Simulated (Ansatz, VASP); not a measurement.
# One calculation of TiAl15N16, two programs

```
Ti Al N
1.0
     6.22600    0.00000    0.00000
    -3.11300    5.39187    0.00000
     0.00000    0.00000    9.96200
Ti Al N
1 15 16
Direct
  0.16667 0.33333 0.99265
  0.16667 0.33333 0.50015
  0.16778 0.83389 0.00151
  0.16570 0.83285 0.49970
  0.66611 0.33222 0.00151
  0.66715 0.33430 0.49970
  0.66611 0.83389 0.00151
  0.66715 0.83285 0.49970
  0.33336 0.16664 0.25177
  0.33507 0.16493 0.74742
  0.33336 0.66672 0.25177
  0.33507 0.67015 0.74742
  0.83328 0.16664 0.25177
  0.82985 0.16493 0.74742
  0.83333 0.66667 0.25011
  0.83333 0.66667 0.75045
  0.16667 0.33333 0.19791
  0.16667 0.33333 0.69323
  0.16715 0.83357 0.19190
  0.16477 0.83238 0.68968
  0.66643 0.33285 0.19190
  0.66762 0.33523 0.68968
  0.66643 0.83357 0.19190
  0.66762 0.83238 0.68968
  0.33364 0.16636 0.44264
  0.34061 0.15939 0.93712
  0.33364 0.66728 0.44264
  0.34061 0.68121 0.93712
  0.83272 0.16636 0.44264
  0.81879 0.15939 0.93712
  0.83333 0.66667 0.44026
  0.83333 0.66667 0.94212
```

Alike in both runs: functional PBE; k mesh 4 × 4 × 2; occupations fermi-dirac, width 0.01 eV; collinear spin.

Ansatz relaxed the structure, and its values are those at the end. VASP's run is a single point on that final structure, the one shown.

```csv
,VASP,Ansatz
version,VASP 6.6.1,Ansatz 0.2.0
potentials or method,"VASP PAW PBE potentials, release 64 (Ti_sv, Al, N)","plane-wave PAW, scalar-relativistic"
plane-wave cutoff (eV),520,420
valence electrons in the cell,137,137
```

Ansatz gave:

* pressure (GPa): 6.5
* rms of the force components (eV/Å): 0.001
* net moment per atom (μB): 0.03
* size of the moment on the site where the two differ most (μB): 0.56

Problem. Estimate VASP's values.

Solution. Pressure (GPa): 6.2; rms of the force components (eV/Å): 0.006; net moment per atom (μB): 0.03; size of the moment on the site where the two differ most (μB): 0.75.

Site moments also hang on the region over which each program counts them. With one functional, cell and mesh, what is left measures potentials, basis and numerics. Ansatz's warnings: stress scf threshold loose.
